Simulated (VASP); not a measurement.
**Pb3F2: single point with PBE**

Pb3F2:

```
Pb F
1.0
     1.92969    1.11410    8.94507
    -1.92969    1.11410    8.94507
     0.00000   -2.22821    8.94507
Pb F
3 2
Cartesian
  0.0000 0.0000 0.0000
  0.0000 0.0000 5.6220
  0.0000 0.0000 21.2132
  0.0000 0.0000 10.7341
  0.0000 0.0000 16.1011
```

```json
{
 "Program": "VASP 6.6.1",
 "Task": "single point",
 "Functional": "PBE",
 "Potentials or basis": "VASP PAW PBE potentials, release 64 (Pb_d, F)",
 "Cutoff": "520 eV",
 "k mesh": "6 × 6 × 6",
 "Occupations": "gaussian, width 0.1 eV",
 "Spin": "no spin polarisation"
}
```

- Pressure: 1.7 GPa
- Largest force: 0.804 eV/Å
- Band gap on the k mesh: zero (band 28 reaches 9.13 eV, above the bottom of band 29 at 5.40 eV)

Forces in eV/Å, atoms in the order of the input:
```
Pb   0.000  0.000  0.000
Pb   0.000  0.000  0.804
Pb   0.000  0.000 -0.804
F    0.000  0.000 -0.797
F    0.000  0.000  0.797
```

Stress tensor (GPa, compression positive):
```
0.97 0.00 0.00
0.00 0.97 0.00
0.00 0.00 3.20
```

Levels at points of the mesh, in eV from the Fermi level:
```tsv
k point	band 26	band 27	band 28	band 29	band 30	band 31
(0.00, 0.00, 0.00)	-4.25	0.11	0.54	3.60	3.60	4.11
(0.50, 0.00, 0.00)	-4.22	-1.71	-0.59	-0.49	1.59	2.11
(0.50, 0.50, 0.00)	-3.90	-1.68	-1.43	0.43	1.57	2.05
(0.50, 0.50, 0.50)	-3.45	-1.63	3.24	3.36	3.36	4.29
```

Wall time 7.9 min on 1 thread of Intel(R) Xeon(R) 6975P-C (Granite Rapids), with other jobs on the host, peak memory 0.69 GiB.

Caveat: spin-orbit coupling is left out, which moves the levels of the heavy elements.
